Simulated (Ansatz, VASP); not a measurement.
## PbF2 in VASP and in Ansatz

```
Pb F
1.0
     0.00000    2.95795    2.95795
     2.95795    0.00000    2.95795
     2.95795    2.95795    0.00000
Pb F
1 2
Direct
  0.00000 0.00000 0.00000
  0.75000 0.75000 0.75000
  0.25000 0.25000 0.25000
```

Alike in both runs: task single point; functional PBE; k mesh 7 × 7 × 7; occupations fermi-dirac, width 0.03 eV; no spin polarisation.

|  | VASP | Ansatz |
| --- | --- | --- |
| version | VASP 6.6.1 | Ansatz 0.2.0 |
| potentials or method | VASP PAW PBE potentials, release 64 (Pb_d, F), cutoff 520 eV | all-electron LAPW, scalar-relativistic |

|  | VASP | Ansatz | Ansatz less VASP |
| --- | --- | --- | --- |
| gap on the k mesh at the Fermi level (eV) | 4.46 | 4.46 | -0.002 |
| pressure (GPa) | 2.9 | 3.2 | +0.21 |

Ansatz ran all-electron here, and VASP with PAW potentials.

Spin-orbit coupling is off throughout.
